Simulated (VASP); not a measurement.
# Cu2O (Pn-3m) in VASP: settings compared

The runs below take Cu2O through single point, with PBEsol, PBE+D4.

Everything below comes from runs of VASP 6.6.1. Logs are shortened: lines on timing, memory, paths and dates and some standing lists are left out, and cuts for length are marked.

**What was measured.**

From “Importance of surface oxygen vacancies for ultrafast hot carrier relaxation and transport in Cu2O”, 2021, arxiv:2103.03167, for a bulk crystal of Cu2O: band gap 2.17 eV (direct).

How close the calculation comes is told below.

**1. The cell of the first run**

It takes space group Pn-3m (No. 224, cubic). The conventional cell has a = 4.223 Å, b = 4.223 Å, c = 4.223 Å, α = 90.00°, β = 90.00°, γ = 90.00°. Cu (site symmetry -3m) has 2 O at 1.83 Å within 2.4 Å. Within 2.4 Å of O (site symmetry -43m) lie 4 Cu at 1.83 Å.

**2. Single point, PBEsol**

File INCAR:

```
SYSTEM = Cu2O
  ALGO = Normal
  EDIFF = 1E-6
  ENCUT = 600
  GGA = PS
  GGA_COMPAT = .FALSE.
  ISIF = 2
  ISMEAR = 0
  LASPH = .TRUE.
  LCHARG = .FALSE.
  LREAL = .FALSE.
  LWAVE = .FALSE.
  NBANDS = 37
  NELM = 120
  PREC = Accurate
  SIGMA = 0.01
```

File KPOINTS:

```
k-points
0
G
  6 6 6
  0 0 0
```

File POSCAR:

```
Cu2O
1.0
    4.2226533852      0.0000000000      0.0000000000
    0.0000000000      4.2226533852      0.0000000000
    0.0000000000      0.0000000000      4.2226533852
Cu O
4 2
Direct
    0.2500000000      0.2500000000      0.2500000000
    0.2500000000      0.7500000000      0.7500000000
    0.7500000000      0.7500000000      0.2500000000
    0.7500000000      0.2500000000      0.7500000000
    0.0000000000      0.0000000000      0.0000000000
    0.5000000000      0.5000000000      0.5000000000
```

Potentials or basis: VASP PAW PBE potentials, release 64 (Cu, O).

Launch:

```sh
cat potpaw_PBE.64/Cu/POTCAR potpaw_PBE.64/O/POTCAR > POTCAR
mpirun -np 1 vasp_std > vasp.out
```

OUTCAR:

```text
SYSTEM = Cu2O
   EDIFF = 1E-6
   ENCUT = 600
   GGA = PS
   ISIF = 2
   ISMEAR = 0
   LASPH = .TRUE.
   LREAL = .FALSE.
   NELM = 120
   PREC = Accurate

 ion  position               nearest neighbor table
   1  0.250  0.250  0.250-   5 1.83   6 1.83
   2  0.250  0.750  0.750-   5 1.83   6 1.83
   3  0.750  0.750  0.250-   5 1.83   6 1.83
   4  0.750  0.250  0.750-   5 1.83   6 1.83
   5  0.000  0.000  0.000-   1 1.83   2 1.83   3 1.83   4 1.83
   6  0.500  0.500  0.500-   1 1.83   2 1.83   3 1.83   4 1.83

  LATTYP: Found a simple cubic cell.
 ALAT       =     4.2226533852

  Lattice vectors:

 A1 = (   4.2226533852,   0.0000000000,   0.0000000000)
 A2 = (   0.0000000000,   4.2226533852,   0.0000000000)
 A3 = (   0.0000000000,   0.0000000000,   4.2226533852)

Analysis of symmetry for initial positions (statically):
=====================================================================
 Subroutine PRICEL returns:
 Original cell was already a primitive cell.

 Routine SETGRP: Setting up the symmetry group for a
 simple cubic supercell.

 Subroutine GETGRP returns: Found 48 space group operations
 (whereof 24 operations were pure point group operations)
 out of a pool of 48 trial point group operations.

The static configuration has the point symmetry T_d .
 The point group associated with its full space group is O_h .

Analysis of symmetry for dynamics (positions and initial velocities):
=====================================================================
 Subroutine PRICEL returns:
 Original cell was already a primitive cell.

 Routine SETGRP: Setting up the symmetry group for a
 simple cubic supercell.

 Subroutine GETGRP returns: Found 48 space group operations
 (whereof 24 operations were pure point group operations)
 out of a pool of 48 trial point group operations.

The dynamic configuration has the point symmetry T_d .
 The point group associated with its full space group is O_h .

 Subroutine INISYM returns: Found 48 space group operations
 (whereof 24 operations are pure point group operations),
 and found     1 'primitive' translations

----------------------------------------------------------------------------------------

                                     Primitive cell

  volume of cell :      75.2933

  direct lattice vectors                    reciprocal lattice vectors
     4.222653385  0.000000000  0.000000000     0.236817922  0.000000000  0.000000000
     0.000000000  4.222653385  0.000000000     0.000000000  0.236817922  0.000000000
     0.000000000  0.000000000  4.222653385     0.000000000  0.000000000  0.236817922

  length of vectors
     4.222653385  4.222653385  4.222653385     0.236817922  0.236817922  0.236817922

  position of ions in fractional coordinates (direct lattice)
     0.250000000  0.250000000  0.250000000
     0.250000000  0.750000000  0.750000000
     0.750000000  0.750000000  0.250000000
     0.750000000  0.250000000  0.750000000
     0.000000000  0.000000000  0.000000000
     0.500000000  0.500000000  0.500000000

  ion indices of the primitive-cell ions
   primitive index   ion index
                 1           1
                 2           2
                 3           3
                 4           4
                 5           5
                 6           6

----------------------------------------------------------------------------------------

 KPOINTS: k-points

Automatic generation of k-mesh.
 Grid dimensions read from file:
 generate k-points for:    6    6    6

 Generating k-lattice:

  Cartesian coordinates                     Fractional coordinates (reciprocal lattice)
     0.039469654  0.000000000  0.000000000     0.166666667  0.000000000  0.000000000
     0.000000000  0.039469654  0.000000000     0.000000000  0.166666667  0.000000000
     0.000000000  0.000000000  0.039469654     0.000000000  0.000000000  0.166666667

  Length of vectors
     0.039469654  0.039469654  0.039469654

  Shift w.r.t. Gamma in fractional coordinates (k-lattice)
     0.000000000  0.000000000  0.000000000

 Subroutine IBZKPT returns following result:
 ===========================================

 Found     20 irreducible k-points:

 Following reciprocal coordinates:
            Coordinates               Weight
  0.000000  0.000000  0.000000      1.000000
  0.166667  0.000000  0.000000      6.000000
  0.333333  0.000000  0.000000      6.000000
  0.500000  0.000000  0.000000      3.000000
  0.166667  0.166667  0.000000     12.000000
  0.333333  0.166667  0.000000     24.000000
[... 12 lines left out ...]
  0.500000  0.500000  0.333333      6.000000
  0.500000  0.500000  0.500000      1.000000
   k-points           NKPTS =     20   k-points in BZ     NKDIM =     20   number of bands    NBANDS=     37
   number of dos      NEDOS =    301   number of ions     NIONS =      6
   total plane-waves  NPLWV =  46656
   dimension x,y,z NGX =    36 NGY =   36 NGZ =   36
   dimension x,y,z NGXF=    72 NGYF=   72 NGZF=   72
   ions per type =               4   2
   NGX,Y,Z   is equivalent  to a cutoff of  14.17, 14.17, 14.17 a.u.
   NGXF,Y,Z  is equivalent  to a cutoff of  28.35, 28.35, 28.35 a.u.
 SYSTEM =  Cu2O
   PREC   = accura    normal or accurate (medium, high low for compatibility)
   ISTART =      0    job   : 0-new  1-cont  2-samecut
   ICHARG =      2    charge: 1-file 2-atom 10-const
   ISPIN  =      1    spin polarized calculation?
   LNONCOLLINEAR =      F non collinear calculations
   LSORBIT =      F    spin-orbit coupling
   LASPH  =      T    aspherical Exc in radial PAW
   ENCUT  =  600.0 eV  44.10 Ry    6.64 a.u.   8.43  8.43  8.43*2*pi/ulx,y,z
   NELM   =    120;   NELMIN=  2; NELMDL= -5     # of ELM steps
   EDIFF  = 0.1E-05   stopping-criterion for ELM
   LREAL  =      F    real-space projection
   EDIFFG = 0.1E-04   stopping-criterion for IOM
   NSW    =      0    number of steps for IOM
   IBRION =     -1    ionic relax: 0-MD 1-quasi-New 2-CG
   NFREE  =      0    steps in history (QN), initial steepest desc. (CG)
   ISIF   =      2    stress and relaxation
   ISYM   =      2    0-nonsym 1-usesym 2-fastsym
   POTIM  = 0.5000    time-step for ionic-motion
   TEBEG  =    0.0;   TEEND  =   0.0 temperature during run
   PSTRESS=    0.0 pullay stress
   NELECT =      56.0000    total number of electrons
   NUPDOWN=      -1.0000    fix difference up-down
   EMIN   =  10.00;   EMAX   =-10.00  energy-range for DOS
   EFERMI =   0.00;   METHOD = LEGACY
   ISMEAR =     0;   SIGMA  =   0.01  broadening in eV -4-tet -1-fermi 0-gaus
   EFERMI_NEDOS =   21; number of points for ismear=-14 and -15
   IALGO  =     38    algorithm
   IMIX   =      4    mixing-type and parameters
     AMIX     =   0.40;   BMIX     =  1.00
     AMIX_MAG =   1.60;   BMIX_MAG =  1.00
  volume/ion in A,a.u.               =      12.55        84.68
  Fermi-wavevector in a.u.,A,eV,Ry     =   1.483265  2.802964 29.933837  2.200075
  Thomas-Fermi vector in A             =   2.596948
   LORBIT       =      0    0 simple, 1 ext, 2 COOP (PROOUT), +10 PAW based schemes
   GGA     = PS    functional components
   LHFCALC =     F    Hartree Fock is set to
   AEXX    =    0.0000 exact exchange contribution
   IVDW    =     0    specifies the selected vdW correction
   LEPSILON=     F    determine dielectric tensor
   LRPA    =     F    only Hartree local field effects (RPA)
 non-spin polarized calculation
 Gauss-broadening in eV      SIGMA  =   0.01
  energy-cutoff  :      600.00
  volume of cell :       75.29
 maximum number of plane-waves:      2528
 NGX is ok and might be reduce to    36
   NGX = 17   NGY = 17   NGZ = 17

 number of electron      56.0000025 magnetization

 Free energy of the ion-electron system (eV)
  ---------------------------------------------------
  ext. energy  EPLUGINS =         0.00000000
  ---------------------------------------------------
  free energy    TOTEN  =       -29.96851232 eV

  energy without entropy =      -29.96851232  energy(sigma->0) =      -29.96851232

 E-fermi :   4.9542     XC(G=0): -11.4236

 val. band max:        4.9077146152   @ k =   0.0000   0.0000   0.0000
 cond. band min:       5.4738974291   @ k =   0.0000   0.0000   0.0000
 fundamental gap:      0.5661828140
 Fermi energy:         4.9542432678

 k-point     1 :       0.0000    0.0000    0.0000
  band No.  band energies     occupation
      1     -15.4144      2.00000
      2     -14.6043      2.00000
      3      -2.6288      2.00000
      4      -2.6288      2.00000
      5      -2.6288      2.00000
      6      -0.1674      2.00000
[... 29 lines left out ...]
     36      14.2621      0.00000
     37      14.2621      0.00000

 k-point     2 :       0.1667    0.0000    0.0000
  band No.  band energies     occupation
      1     -15.3598      2.00000
      2     -14.6578      2.00000
      3      -2.5549      2.00000
      4      -2.5222      2.00000
      5      -2.5222      2.00000
      6      -0.7086      2.00000
[... 29 lines left out ...]
     36      13.6540      0.00000
     37      13.6540      0.00000

 k-point     3 :       0.3333    0.0000    0.0000
  band No.  band energies     occupation
      1     -15.2106      2.00000
      2     -14.8048      2.00000
      3      -2.3246      2.00000
      4      -2.2351      2.00000
      5      -2.2351      2.00000
      6      -1.3602      2.00000
[... 29 lines left out ...]
     36      12.8589      0.00000
     37      12.8589      0.00000
[... 601 lines left out ...]
 k-point    19 :       0.5000    0.5000    0.3333
  band No.  band energies     occupation
      1     -15.1881      2.00000
      2     -14.7338      2.00000
      3      -2.5821      2.00000
      4      -2.5821      2.00000
      5      -2.3626      2.00000
      6      -1.0723      2.00000
[... 29 lines left out ...]
     36      13.5455      0.00000
     37      18.1294      0.00000

 k-point    20 :       0.5000    0.5000    0.5000
  band No.  band energies     occupation
      1     -15.2167      2.00000
      2     -14.6909      2.00000
      3      -2.5204      2.00000
      4      -2.5204      2.00000
      5      -2.5204      2.00000
      6      -1.0209      2.00000
[... 29 lines left out ...]
     36      12.8693      0.00000
     37      18.9052      0.00000

------------------------ aborting loop because EDIFF is reached ----------------------------------------

  FORCE on cell =-STRESS in cart. coord.  units (eV):
  Direction    XX          YY          ZZ          XY          YZ          ZX
  --------------------------------------------------------------------------------------
  -------------------------------------------------------------------------------------
  Total        0.3681072      0.3681072      0.3681072      0.0000000     -0.0000000      0.0000000
  in kB        7.8330081      7.8330081      7.8330081      0.0000000     -0.0000000      0.0000000
  external PRESSURE =       7.8330081 kB  Pullay stress =       0.0000000 kB

 VOLUME and BASIS-vectors are now :
 -----------------------------------------------------------------------------
  energy-cutoff  :      600.00
  volume of cell :       75.29
      direct lattice vectors                 reciprocal lattice vectors
     4.222653385  0.000000000  0.000000000     0.236817922  0.000000000  0.000000000
     0.000000000  4.222653385  0.000000000     0.000000000  0.236817922  0.000000000
     0.000000000  0.000000000  4.222653385     0.000000000  0.000000000  0.236817922

 POSITION                                       TOTAL-FORCE (eV/Angst)
 -----------------------------------------------------------------------------------
      1.05566      1.05566      1.05566         0.000000     -0.000000      0.000000
      1.05566      3.16699      3.16699        -0.000000     -0.000000     -0.000000
      3.16699      3.16699      1.05566        -0.000000      0.000000      0.000000
      3.16699      1.05566      3.16699        -0.000000      0.000000      0.000000
      0.00000      0.00000      0.00000         0.000000     -0.000000      0.000000
      2.11133      2.11133      2.11133         0.000000     -0.000000      0.000000
 -----------------------------------------------------------------------------------
    total drift:                                0.000000      0.000000      0.000000

  FREE ENERGIE OF THE ION-ELECTRON SYSTEM (eV)
  ---------------------------------------------------
  free  energy   TOTEN  =       -29.9685123167 eV

  energy  without entropy=      -29.9685123167  energy(sigma->0) =      -29.96851232
```

Run time: 96 s. Hardware: 1 thread of Intel Xeon 8259CL, shared host; peak memory 0.22 GiB.

What came out:

- Free energy: -29.9685 eV
- Pressure: 0.8 GPa
- Band gap on the k mesh: 0.57 eV

Caveat: the PAW data sets were made with another functional, which shifts forces and pressure a little.

**3. Single point, PBE+D4**

This run uses another cell than the first one, of 12.82 Å³/atom.

File INCAR:

```
SYSTEM = Cu2O
PREC = Accurate ; ENCUT = 600
EDIFF = 1E-6 ; ISMEAR = 0
SIGMA = 0.01 ; LREAL = .False.
LASPH = .True. ; NELM = 120
ALGO = Normal ; ISIF = 2
LWAVE = .False. ; LCHARG = .True.
GGA = PE ; IVDW = 13
LELF = .True. ; LVHAR = .True.
NBANDS = 37 ; GGA_COMPAT = .False.
```

File KPOINTS:

```
Automatic mesh
0
Gamma
  6 6 6
  0 0 0
```

POSCAR, as its differences from that of step 2:

```diff
@@ -2,5 +2,5 @@
 1.0
-    4.2226533852      0.0000000000      0.0000000000
-    0.0000000000      4.2226533852      0.0000000000
-    0.0000000000      0.0000000000      4.2226533852
+    4.2532446644      0.0000000000      0.0000000000
+    0.0000000000      4.2532446644      0.0000000000
+    0.0000000000      0.0000000000      4.2532446644
 Cu O
```

Potentials or basis: VASP PAW PBE potentials, release 64 (Cu, O).

Launch:

```sh
cat potpaw_PBE.64/Cu/POTCAR potpaw_PBE.64/O/POTCAR > POTCAR
mpirun -np 1 vasp_std > vasp.out
```

Wall time 1.9 min (1 thread of Intel Xeon 8259CL, shared host); peak memory 0.23 GiB.

Results (log left out):

- Free energy: -29.2606 eV
- Pressure: 0.8 GPa
- Band gap on the k mesh: 0.55 eV
- Dispersion energy per atom: -0.335 eV

Levels at points of the mesh, in eV from the valence-band top:
```tsv
k point	band 26	band 27	band 28	band 29	band 30	band 31
(0.00, 0.00, 0.00)	0.00	0.00	0.00	0.55	1.24	1.24
(0.50, 0.00, 0.00)	-1.21	-0.40	-0.40	2.28	2.28	4.24
(0.50, 0.50, 0.00)	-1.22	-0.66	-0.66	1.93	1.93	3.87
(0.50, 0.50, 0.50)	-0.57	-0.57	-0.57	2.46	2.46	2.46
```

**4. How close it comes**

Step 2. Measured gap of Cu2O: 2.17 eV (direct; quoted in “Importance of surface oxygen vacancies for ultrafast hot carrier relaxation and transport in Cu2O”, 2021, arxiv:2103.03167). This calculation gives 0.57 eV (-1.60 eV). So large a miss can be the level of theory's own, or it may mean another phase, state or a wrong row. The value is that of PBEsol on a finite k mesh, which can miss the band edges, without temperature or zero-point motion. Semilocal functionals fall short of measured gaps as a rule.

Step 3. Against the measured gap of Cu2O, 2.17 eV (direct; quoted in “Importance of surface oxygen vacancies for ultrafast hot carrier relaxation and transport in Cu2O”, 2021, arxiv:2103.03167), the calculated 0.55 eV is off by -1.62 eV. So large a miss can be the level of theory's own, or it may mean another phase, state or a wrong row. The value is that of PBE+D4 on a finite k mesh, which can miss the band edges, without temperature or zero-point motion. Semilocal functionals fall short of measured gaps as a rule.
